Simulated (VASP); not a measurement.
# BiTe (P1) in VASP: single point with PBE

Aim: the single point of BiTe with PBE.

Everything below comes from runs of VASP 6.6.1. Logs are shortened: lines on timing, memory, paths and dates and some standing lists are left out, and cuts for length are marked.

## (1) The cell of the first run

The typed cell holds 16 atoms: a = 9.241 Å, b = 9.241 Å, c = 9.241 Å, α = 60.00°, β = 60.00°, γ = 60.00°.

## (2) Single point, PBE

INCAR

```
SYSTEM = BiTe
PREC = Accurate
ENCUT = 500
EDIFF = 1E-6
ISMEAR = -1
SIGMA = 0.1
LREAL = .FALSE.
LASPH = .TRUE.
NELM = 120
ALGO = Normal
ISIF = 2
LWAVE = .FALSE.
LCHARG = .FALSE.
GGA = PE
NBANDS = 98
GGA_COMPAT = .FALSE.
```

KPOINTS

```
Automatic mesh
0
G
  1 1 1
  0 0 0
```

POSCAR

```
BiTe
1.0
    0.0000000000      6.5340635723      6.5340635723
    6.5340635723      0.0000000000      6.5340635723
    6.5340635723      6.5340635723      0.0000000000
Bi Te
8 8
Direct
    0.0044260000      0.0018360000     -0.0008810000
    0.0032640000     -0.0115960000      0.5024910000
    0.0080180000      0.4966430000      0.0005990000
    0.0060210000      0.5044380000      0.5026020000
    0.5002280000      0.0016080000     -0.0009450000
    0.5021860000     -0.0100320000      0.5210710000
    0.4997690000      0.5095450000      0.0021330000
    0.4887440000      0.5011190000      0.5035900000
    0.2471510000      0.2477790000      0.2569460000
    0.2645680000      0.2388930000      0.7539560000
    0.2600160000      0.7538910000      0.2467840000
    0.2489260000      0.7575840000      0.7561150000
    0.7441170000      0.2606160000      0.2593230000
    0.7487230000      0.2534000000      0.7490480000
    0.7455000000      0.7575130000      0.2497660000
    0.7555280000      0.7432190000      0.7525130000
```

Potentials or basis: VASP PAW PBE potentials, release 64 (Bi_d, Te).

The run is started by

```
cat potpaw_PBE.64/Bi_d/POTCAR potpaw_PBE.64/Te/POTCAR > POTCAR
mpirun -np 1 vasp_gam > vasp.out
```

OUTCAR:

```text
SYSTEM = BiTe
   PREC = Accurate
   ENCUT = 500
   EDIFF = 1E-6
   ISMEAR = -1
   LREAL = .FALSE.
   LASPH = .TRUE.
   NELM = 120
   ISIF = 2
   GGA = PE

 ion  position               nearest neighbor table
   1  0.004  0.002  0.999-  12 3.18  10 3.25  11 3.29  15 3.29  14 3.30  13 3.39
   2  0.003  0.988  0.502-  11 3.21  16 3.22  12 3.27  13 3.29   9 3.29  14 3.34
   3  0.008  0.497  0.001-   9 3.24  13 3.27  16 3.27  12 3.28  10 3.30  15 3.33
   4  0.006  0.504  0.503-  16 3.19   9 3.28  11 3.29  14 3.32  10 3.33  15 3.35
   5  0.500  0.002  0.999-  10 3.14  11 3.19  15 3.24  14 3.27   9 3.29  16 3.30
   6  0.502  0.990  0.521-  10 3.15  16 3.17  12 3.18  15 3.30  13 3.35   9 3.39
[... 8 lines left out ...]
  15  0.745  0.758  0.250-   5 3.24   1 3.29   6 3.30   3 3.33   8 3.35   4 3.35
  16  0.756  0.743  0.753-   6 3.17   4 3.19   7 3.20   2 3.22   3 3.27   5 3.30

  LATTYP: Found a face centered cubic cell.
 ALAT       =    13.0681271446

  Lattice vectors:

 A1 = (   0.0000000000,   6.5340635723,   6.5340635723)
 A2 = (   6.5340635723,   0.0000000000,   6.5340635723)
 A3 = (   6.5340635723,   6.5340635723,   0.0000000000)

Analysis of symmetry for initial positions (statically):
=====================================================================
 Subroutine PRICEL returns:
 Original cell was already a primitive cell.

 Routine SETGRP: Setting up the symmetry group for a
 face centered cubic supercell.

 Subroutine GETGRP returns: Found  1 space group operations
 (whereof  1 operations were pure point group operations)
 out of a pool of 48 trial point group operations.

The static configuration has the point symmetry C_1 .

Analysis of symmetry for dynamics (positions and initial velocities):
=====================================================================
 Subroutine PRICEL returns:
 Original cell was already a primitive cell.

 Routine SETGRP: Setting up the symmetry group for a
 face centered cubic supercell.

 Subroutine GETGRP returns: Found  1 space group operations
 (whereof  1 operations were pure point group operations)
 out of a pool of 48 trial point group operations.

The dynamic configuration has the point symmetry C_1 .

 Subroutine INISYM returns: Found  1 space group operations
 (whereof  1 operations are pure point group operations),
 and found     1 'primitive' translations

[... 103 lines left out ...]
   NFREE  =      0    steps in history (QN), initial steepest desc. (CG)
   ISIF   =      2    stress and relaxation
   ISYM   =      2    0-nonsym 1-usesym 2-fastsym
   POTIM  = 0.5000    time-step for ionic-motion
   TEBEG  =    0.0;   TEEND  =   0.0 temperature during run
   PSTRESS=    0.0 pullay stress
   NELECT =     168.0000    total number of electrons
   NUPDOWN=      -1.0000    fix difference up-down
   EMIN   =  10.00;   EMAX   =-10.00  energy-range for DOS
   EFERMI =   0.00;   METHOD = LEGACY
   ISMEAR =    -1;   SIGMA  =   0.10  broadening in eV -4-tet -1-fermi 0-gaus
   EFERMI_NEDOS =   21; number of points for ismear=-14 and -15
   IALGO  =     38    algorithm
   IMIX   =      4    mixing-type and parameters
     AMIX     =   0.40;   BMIX     =  1.00
     AMIX_MAG =   1.60;   BMIX_MAG =  1.00
  volume/ion in A,a.u.               =      34.87       235.32
  Fermi-wavevector in a.u.,A,eV,Ry     =   1.097281  2.073561 16.381766  1.204026
  Thomas-Fermi vector in A             =   2.233638
   LORBIT       =      0    0 simple, 1 ext, 2 COOP (PROOUT), +10 PAW based schemes
   GGA     = PE    functional components
   LHFCALC =     F    Hartree Fock is set to
   AEXX    =    0.0000 exact exchange contribution
   IVDW    =     0    specifies the selected vdW correction
   LEPSILON=     F    determine dielectric tensor
   LRPA    =     F    only Hartree local field effects (RPA)
 non-spin polarized calculation
  energy-cutoff  :      500.00
  volume of cell :      557.93
 maximum number of plane-waves:      7082
 NGX is ok and might be reduce to    70
   NGX = 33   NGY = 33   NGZ = 33

 number of electron     168.0000002 magnetization

 Free energy of the ion-electron system (eV)
  ---------------------------------------------------
  ext. energy  EPLUGINS =         0.00000000
  ---------------------------------------------------
  free energy    TOTEN  =       -47.21482273 eV

  energy without entropy =      -45.75051507  energy(sigma->0) =      -46.48266890

 E-fermi :   5.4532     XC(G=0):  -9.2755

 val. band max:        5.4407869949   @ k =   0.0000   0.0000   0.0000
 cond. band min:       5.4667176720   @ k =   0.0000   0.0000   0.0000
 fundamental gap:      0.0259306771
 Fermi energy:         5.4532126988

 k-point     1 :       0.0000    0.0000    0.0000
  band No.  band energies     occupation
      1     -17.3972      2.00000
      2     -17.3956      2.00000
      3     -17.3863      2.00000
      4     -17.3851      2.00000
      5     -17.3842      2.00000
      6     -17.3806      2.00000
[... 88 lines left out ...]
     95       8.3547      0.00000
     96       8.6870      0.00000
 [bands above 96 left out]

------------------------ aborting loop because EDIFF is reached ----------------------------------------

  FORCE on cell =-STRESS in cart. coord.  units (eV):
  Direction    XX          YY          ZZ          XY          YZ          ZX
  --------------------------------------------------------------------------------------
  -------------------------------------------------------------------------------------
  Total       15.4981974     16.5227280     16.1321163     -0.3991543     -0.1175469     -0.4193505
  in kB       44.5052974     47.4473841     46.3256864     -1.1462290     -0.3375527     -1.2042252
  external PRESSURE =      46.0927893 kB  Pullay stress =       0.0000000 kB

 VOLUME and BASIS-vectors are now :
 -----------------------------------------------------------------------------
  energy-cutoff  :      500.00
  volume of cell :      557.93
      direct lattice vectors                 reciprocal lattice vectors
     0.000000000  6.534063572  6.534063572    -0.076522059  0.076522059  0.076522059
     6.534063572  0.000000000  6.534063572     0.076522059 -0.076522059  0.076522059
     6.534063572  6.534063572  0.000000000     0.076522059  0.076522059 -0.076522059

 POSITION                                       TOTAL-FORCE (eV/Angst)
 -----------------------------------------------------------------------------------
      6.54030      6.55723      0.04092        -0.803192     -0.755189     -0.765186
      9.74160      3.30464      6.47962        -0.020920     -0.086206      0.293556
      3.24901      0.05630      3.29749         0.454942      1.148583     -0.692055
      6.58006      3.32338      3.33537         0.199196     -0.370331     -0.123385
      6.53840      9.79641      3.27903         0.494474      0.020087      0.217383
      9.87322      6.68603      9.74983        -0.010350      0.891465     -0.409103
[... 8 lines left out ...]
      6.58163      6.50313      9.82078        -0.392987      0.248417      0.470057
      9.77321      9.85364      9.79291        -0.320909     -0.608435     -0.402756
 -----------------------------------------------------------------------------------
    total drift:                                0.000024      0.000050      0.000282

  FREE ENERGIE OF THE ION-ELECTRON SYSTEM (eV)
  ---------------------------------------------------
  free  energy   TOTEN  =       -47.2148227342 eV

  energy  without entropy=      -45.7505150673  energy(sigma->0) =      -46.48266890
```

stdout:

```text
POSCAR found type information on POSCAR BiTe
 POSCAR found :  2 types and      16 ions
 scaLAPACK will be used
 LDA part: xc-table for (Slater+PW92), standard interpolation
 POSCAR, INCAR and KPOINTS ok, starting setup
 FFT: planning ... GRIDC
 FFT: planning ... GRID_SOFT
 FFT: planning ... GRID
 WAVECAR not read
 entering main loop
```

Wall time 72 s (1 thread of Intel Xeon 6975P-C (Granite Rapids), shared host); peak memory 0.68 GiB.

What came out:

```
Free energy   : -47.2148 eV
Pressure      : 4.6 GPa
Largest force : 1.440 eV/Å
```

Forces in eV/Å, atoms in the order of the input:
```
Bi  -0.803 -0.755 -0.765
Bi  -0.021 -0.086  0.294
Bi   0.455  1.149 -0.692
Bi   0.199 -0.370 -0.123
Bi   0.494  0.020  0.217
Bi  -0.010  0.891 -0.409
Bi  -0.398  0.102 -0.071
Bi  -0.934 -0.414 -0.442
Te  -0.442 -0.699 -0.394
Te  -0.351  0.167  0.351
Te  -0.016  0.220  0.360
Te   1.295 -0.053  0.628
Te   1.266 -0.103  0.589
Te  -0.020  0.293  0.391
Te  -0.393  0.248  0.470
Te  -0.321 -0.608 -0.403
```

Stress tensor (GPa, compression positive):
```
 4.45 -0.11 -0.12
-0.11  4.74 -0.03
-0.12 -0.03  4.63
```

Caveat: the k points lie up to 0.83 Å⁻¹ apart; spin-orbit coupling is left out, which moves the levels of the heavy elements; forces of over 1 eV/Å act on the atoms, so gaps and moduli don't describe the material at rest.
